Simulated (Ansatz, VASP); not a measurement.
Two plane-wave programs on Ca

Contents of INCAR:

```
SYSTEM = Ca
PREC     = Accurate       ! precision mode
ENCUT    = 520            ! plane-wave cutoff, eV
EDIFF    = 1E-6           ! SCF threshold, eV
ISMEAR   = -1             ! smearing method
SIGMA    = 0.1            ! smearing width, eV
LREAL    = .FALSE.        ! projectors in reciprocal space
LASPH    = .TRUE.         ! aspherical terms in the spheres
NELM     = 80             ! most SCF steps
ALGO     = Normal         ! electronic algorithm
ISIF     = 2              ! what is computed and relaxed
LWAVE    = .FALSE.        ! write WAVECAR
LCHARG   = .FALSE.        ! write CHGCAR
GGA      = B5             ! functional
ALDAX    = 1.0          
AGGAX    = 1.0          
AGGAC    = 1.0          
ALDAC    = 0.0          
NBANDS   = 17             ! bands
```

Contents of KPOINTS:

```
regular mesh
0
G
  11 11 6
  0 0 0
```

The input POSCAR:

```
Ca
1.0
    4.0730987532      0.0000000000      0.0000000000
   -2.0365493766      3.5274069924      0.0000000000
    0.0000000000      0.0000000000      6.6835571545
Ca
2
Direct
    0.3333333333      0.6666666667      0.2500000000
    0.6666666667      0.3333333333      0.7500000000
```

Input for Ansatz:

```yaml
crystal:
  lattice:
    - [4.0730987532, 0.0, 0.0]
    - [-2.0365493766, 3.5274069924, 0.0]
    - [0.0, 0.0, 6.6835571545]
  atoms:
    - { symbol: Ca, position: [0.3333333333, 0.6666666667, 0.25] }
    - { symbol: Ca, position: [0.6666666667, 0.3333333333, 0.75] }
hamiltonian:
  xc: blyp
  pseudopotentials:
    kind: paw
    azcp:
      Ca: "pseudopotentials/Ca.paw.azcp"
basis:
  ecutwfc: 420
  fft_grid_basis: typed
kpoints:
  mp_grid: { grid: [11, 11, 6], shift: [0, 0, 0] }
magnetization:
  spin_polarized: false
scf:
  occupations: { method: fermi_dirac, width: 0.1 }
  lower_state_search: "off"
output:
  stress: true
  write_density: true
  write_potential: true
  elf: true
  volumetric_format: npy
```

Alike in both runs: task single point; functional BLYP; k mesh 11 × 11 × 6; occupations fermi-dirac, width 0.1 eV; no spin polarisation.

|  | VASP | Ansatz |
| --- | --- | --- |
| version | VASP 6.6.1 | Ansatz 0.2.0 |
| potentials or method | VASP PAW PBE potentials, release 64 (Ca_sv), cutoff 520 eV | plane waves (420 eV) with PAW, scalar-relativistic |
| valence electrons in the cell | 20 | 20 |

```tsv
	VASP	Ansatz	Ansatz less VASP
pressure (GPa)	-1.5	-1.5	-0.01
traceless stress, the component that is largest in VASP (GPa)	-0.08	-0.08	-0.002
```

VASP's potentials were made for PBE, not for BLYP. With one functional, cell and mesh, what is left measures potentials, basis and numerics.
